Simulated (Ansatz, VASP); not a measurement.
## ZnSe in VASP and in Ansatz

```
Zn Se
1.0
     0.00000    2.83380    2.83380
     2.83380    0.00000    2.83380
     2.83380    2.83380    0.00000
Zn Se
1 1
Direct
  0.00000 0.00000 0.00000
  0.25000 0.25000 0.25000
```

Alike in both runs: task relaxation of cell and atoms; functional PBE; k mesh 8 × 8 × 8; occupations gaussian, width 0.02 eV; no spin polarisation.

```csv
,VASP,Ansatz
version,VASP 6.6.1,Ansatz 0.2.0
potentials or method,"VASP PAW PBE potentials, release 64 (Zn, Se), cutoff 600 eV","scalar-relativistic, plane waves, PAW"
valence electrons in the cell,18,28
```

|  | VASP | Ansatz | Ansatz less VASP |
| --- | --- | --- | --- |
| gap on the k mesh at the Fermi level, each at its own relaxed structure (eV) | 1.13 | 1.15 | +0.020 |
| relaxed volume (Å³/atom) | 23.66 | 23.54 | -0.125 |
| relaxed cell length with the largest relative difference (Å) | 4.060 | 4.053 | -0.0072 |

VASP's potentials hold 18 valence electrons a cell and Ansatz's 28, so a difference there can come from the potentials and not from the codes.
